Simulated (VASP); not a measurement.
Here is a VASP 6.6.1 calculation.

Contents of INCAR:

```
PREC = Accurate ; ENCUT = 520
EDIFF = 1E-7 ; ISMEAR = 0
SIGMA = 0.15 ; LREAL = False
LASPH = True ; NELM = 80
ALGO = Fast ; ISIF = 2
LWAVE = False ; LCHARG = False
GGA = PE ; NBANDS = 18
```

Contents of KPOINTS:

```
regular mesh
0
Gamma
  22 22 14
```

The input POSCAR:

```
Ta
1.0
   -1.6593948201      1.6593948201      1.6593948201
    1.6593948201     -1.6593948201      1.6593948201
    3.3187896402      3.3187896402      0.0000000000
Ta
2
Direct
   -0.0225986001     -0.0225986001      0.0000000000
    0.5225986001      0.5225986001      0.5000000000
```

Potentials or basis: VASP PAW PBE potentials, release 64 (Ta_pv).

The run is started by

```bash
$ cat potpaw_PBE.64/Ta_pv/POTCAR > POTCAR
$ mpirun -np 1 vasp_std > vasp.out
```

**Question.** Estimate the band gap on the k mesh.

**Answer.** Zero (bands 11 and 12 overlap by 2.78 eV).

**Question.** What does it give for the pressure?

**Answer.** 0.7 GPa.

Stress tensor (GPa, compression positive):
```
1.00 0.74 0.00
0.74 1.00 0.00
0.00 0.00 0.07
```

Caveat: the cell differs from its parent crystal (atoms displaced along a vibrational mode); spin-orbit coupling is left out, which moves the levels of the heavy elements.
